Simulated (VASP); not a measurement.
Wanted: the native input for a VASP 6.6.1 run.

```yaml
Task: relaxation of cell and atoms
Functional: PBE
Potentials_or_basis: VASP PAW PBE potentials, release 64 (Sr_sv, Hf_pv, O)
Cutoff: 600 eV
k_mesh: 3 × 3 × 4
Occupations: gaussian, width 0.1 eV
Spin: no spin polarisation
Dipole_correction: no
Further_INCAR_settings: ALGO = Normal; EDIFF = 1e-06; IBRION = 2; EDIFFG = -0.04; NSW = 90; ISIF = 3
```

The structure of Sr4HfO lies in POSCAR:

```
Sr4HfO
1.0
    6.2152827700      0.0000000000      0.0000000000
   -3.1076413800      5.3825927700      0.0000000000
    0.0000000000      0.0000000000      4.7208895500
Sr Hf O
4 1 1
Direct
    0.3333333300      0.6666666700      0.0000000000
    0.1676396500      0.3352793100      0.5000000000
    0.6647206900      0.8323603500      0.5000000000
    0.1676396500      0.8323603500      0.5000000000
    0.6666666700      0.3333333300      0.0000000000
    0.0000000000      0.0000000000      0.0000000000
```

The cell was generated, and may not be a known phase.

The input as run:

INCAR

```
ALGO = Normal
EDIFF = 1E-6
EDIFFG = -0.04
ENCUT = 600
GGA = PE
IBRION = 2
ISIF = 3
ISMEAR = 0
LASPH = True
LCHARG = False
LREAL = False
LWAVE = False
NELM = 80
NSW = 90
PREC = Accurate
SIGMA = 0.1
```

KPOINTS

```
k-points
0
Gamma
  3 3 4
```

Potentials or basis: VASP PAW PBE potentials, release 64 (Sr_sv, Hf_pv, O).

Command:

```console
$ cat potpaw_PBE.64/Sr_sv/POTCAR potpaw_PBE.64/Hf_pv/POTCAR potpaw_PBE.64/O/POTCAR > POTCAR
$ mpirun -np 1 vasp_std > vasp.out
```

It gave:

* Relaxed volume: 34.55 Å³/atom
* Relaxed cell: a = 8.173 Å, b = 8.173 Å, c = 3.584 Å, α = 90.00°, β = 90.00°, γ = 120.00°
* Space group after relaxing (to 0.1 Å): P-6m2 (No. 187)
* Energy gained by relaxing: 862.1 meV/atom
* Ionic steps: 11
* Pressure after relaxing: 0.0 GPa
* Largest force after relaxing: 0.034 eV/Å
* Band gap on the k mesh: zero (bands 28 and 29 overlap by 0.48 eV)

Caveat: the k points lie up to 0.44 Å⁻¹ apart in the final cell; the volume moved by over 15 % at a fixed basis, so the end points are rough; spin-orbit coupling is left out, which moves the levels of the heavy elements.

Run time: 5.7 min on 1 thread of AMD EPYC 9R45 96-Core Processor (Zen 5), on a shared host, peak memory 0.32 GiB.
